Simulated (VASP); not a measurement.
Here is a VASP 6.6.1 calculation.

The input POSCAR:

```
SrTiO3
1.0
    3.8676348667      0.0000000000      0.0000000000
    0.0000000000      3.8676348667      0.0000000000
    0.0000000000      0.0000000000      3.9827034545
Sr O Ti
1 3 1
Direct
    0.0000000000      0.0000000000      0.0000000000
    0.5000000000      0.5000000000      0.0000000000
    0.0000000000      0.5000000000      0.5000000000
    0.5000000000      0.0000000000      0.5000000000
    0.5000000000      0.5000000000      0.5000000000
```

Contents of INCAR.step1:

```
SYSTEM = SrTiO3
ALGO     = Normal         ! electronic algorithm
EDIFF    = 1E-5           ! SCF threshold, eV
ENCUT    = 660            ! plane-wave cutoff, eV
GGA      = PE             ! functional
GGA_COMPAT= .False.      
ISMEAR   = 0              ! smearing method
LASPH    = .True.         ! aspherical terms in the spheres
LCHARG   = .False.        ! write CHGCAR
LREAL    = .False.        ! projectors in reciprocal space
LWAVE    = .True.         ! write WAVECAR
NBANDS   = 28             ! bands
NELM     = 120            ! most SCF steps
PREC     = Accurate       ! precision mode
SIGMA    = 0.02           ! smearing width, eV
```

INCAR.step2

```
SYSTEM = SrTiO3
ALGO     = Normal         ! electronic algorithm
EDIFF    = 1E-6           ! SCF threshold, eV
ENCUT    = 660            ! plane-wave cutoff, eV
GGA_COMPAT= .False.      
ISIF     = 2              ! what is computed and relaxed
ISMEAR   = 0              ! smearing method
ISTART   = 1            
LASPH    = .True.         ! aspherical terms in the spheres
LCHARG   = .False.        ! write CHGCAR
LMIXTAU  = .True.       
LREAL    = .False.        ! projectors in reciprocal space
LWAVE    = .False.        ! write WAVECAR
METAGGA  = R2SCAN         ! meta-GGA
NBANDS   = 28             ! bands
NELM     = 120            ! most SCF steps
PREC     = Accurate       ! precision mode
SIGMA    = 0.02           ! smearing width, eV
```

Contents of KPOINTS:

```
k-points
0
Gamma
  8 8 8
  0 0 0
```

Potentials or basis: VASP PAW PBE potentials, release 64 (Sr_sv, O, Ti_sv).

The run is started by

```console
$ cat potpaw_PBE.64/Sr_sv/POTCAR potpaw_PBE.64/O/POTCAR potpaw_PBE.64/Ti_sv/POTCAR > POTCAR
$ cp INCAR.step1 INCAR
$ mpirun -np 1 vasp_std > vasp.out
$ cp INCAR.step2 INCAR
$ mpirun -np 1 vasp_std > vasp.out
```

(1) What does it give for the pressure?

(2) Predict the band gap on the k mesh.

## Answers

(1) 1.2 GPa.

(2) 2.22 eV (least direct gap 2.64 eV).

Caveat: the stress differs along the axes, from -4 to 4 GPa; the PAW data sets were made with another functional, which shifts forces and pressure a little.
